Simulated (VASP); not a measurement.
## SnTe (zincblende type): single point with PBE

SnTe (zincblende type):

```xyz
2
Lattice="0.0000 3.4674 3.4674 3.4674 0.0000 3.4674 3.4674 3.4674 0.0000" Properties=species:S:1:pos:R:3 pbc="T T T"
Sn    0.0000    0.0000    0.0000
Te    1.7337    1.7337    1.7337
```

| Quantity | Value |
| --- | --- |
| Program | VASP 6.6.1 |
| Task | single point |
| Functional | PBE |
| Potentials or basis | VASP PAW PBE potentials, release 64 (Sn_d, Te) |
| Cutoff | 520 eV |
| k mesh | 11 × 11 × 11 |
| Occupations | fermi-dirac, width 0.1 eV |
| Spin | no spin polarisation |

- Pressure: 3.5 GPa
- Band gap on the k mesh: zero (band 10 reaches 4.35 eV, above the bottom of band 11 at 4.19 eV)

Levels at points of the mesh, in eV from the Fermi level:
```csv
k point,band 6,band 7,band 8,band 9,band 10,band 11,band 12,band 13,band 14,band 15
"(0.00, 0.00, 0.00)",-12.26,-4.86,-2.27,-2.27,-2.27,0.87,0.87,0.87,4.05,6.40
```

It took 74 s on 1 thread of Intel(R) Xeon(R) 6975P-C (Granite Rapids), with other jobs on the host, peak memory 0.24 GiB.

Caveat: spin-orbit coupling is left out, which moves the levels of the heavy elements.
